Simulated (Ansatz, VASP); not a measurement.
ReRhO: VASP beside Ansatz

File INCAR:

```
SYSTEM = ReRhO
  ALGO = Normal
  EDIFF = 1E-7
  ENCUT = 520
  GGA = PE
  ISIF = 2
  ISMEAR = 0
  ISPIN = 2
  LASPH = .True.
  LCHARG = .False.
  LMAXMIX = 4
  LORBIT = 11
  LREAL = .False.
  LWAVE = .False.
  MAGMOM = 1 1 0
  NBANDS = 25
  NELM = 150
  PREC = Accurate
  SIGMA = 0.1
```

The input KPOINTS:

```
k-points
0
Gamma
  6 6 4
  0 0 0
```

Contents of POSCAR:

```
ReRhO
1.0
    2.9268192700      0.0000000000      0.0000000000
    0.0000000000      2.9268192700      0.0000000000
    0.0000000000      0.0000000000      4.1113016600
Re Rh O
1 1 1
Direct
    0.5000000000      0.5000000000      0.0000000000
    0.0000000000      0.0000000000      0.0000000000
    0.5000000000      0.5000000000      0.5000000000
```

Input for Ansatz:

```yaml
crystal:
  lattice:
    - [2.92681927, 0.0, 0.0]
    - [0.0, 2.92681927, 0.0]
    - [0.0, 0.0, 4.11130166]
  atoms:
    - { symbol: Re, position: [0.5, 0.5, 0.0], spin: 1.0 }
    - { symbol: Rh, position: [0.0, 0.0, 0.0], spin: 1.0 }
    - { symbol: O, position: [0.5, 0.5, 0.5] }
basis:
  ecutwfc: 420
kpoints:
  mp_grid: { grid: [6, 6, 4] }
hamiltonian:
  xc: pbe
scf:
  occupations: { method: gaussian, width: 0.1 }
  lower_state_search: "off"
output:
  forces: true
  stress: true
  eigenvalues: true
  populations: true
magnetization:
  spin_polarized: true
```

Change from the starting cell: species swapped into the LiHPd type (P4/mmm, No. 123).

Alike in both runs: task single point; functional PBE; k mesh 6 × 6 × 4; occupations gaussian, width 0.1 eV; collinear spin.

|  | VASP | Ansatz |
| --- | --- | --- |
| version | VASP 6.6.1 | Ansatz 0.2.0 |
| potentials or method | VASP PAW PBE potentials, release 64 (Re, Rh_pv, O), cutoff 520 eV | scalar-relativistic, plane waves, PAW |
| valence electrons in the cell | 28 | 38 |

```tsv
	VASP	Ansatz	Ansatz less VASP
gap on the k mesh at the Fermi level (eV)	none	none	-
net moment per atom (μB)	0.00	0.00	0.000
```

A gap of «none» marks a metal or a gap that the smearing closes. VASP's potentials hold 28 valence electrons a cell and Ansatz's 38, so a difference there can come from the potentials and not from the codes. Ansatz's warnings: seeded moment not kept.

The k mesh is coarse, so the values compare programs but aren't converged. Neither program's run includes spin-orbit coupling.
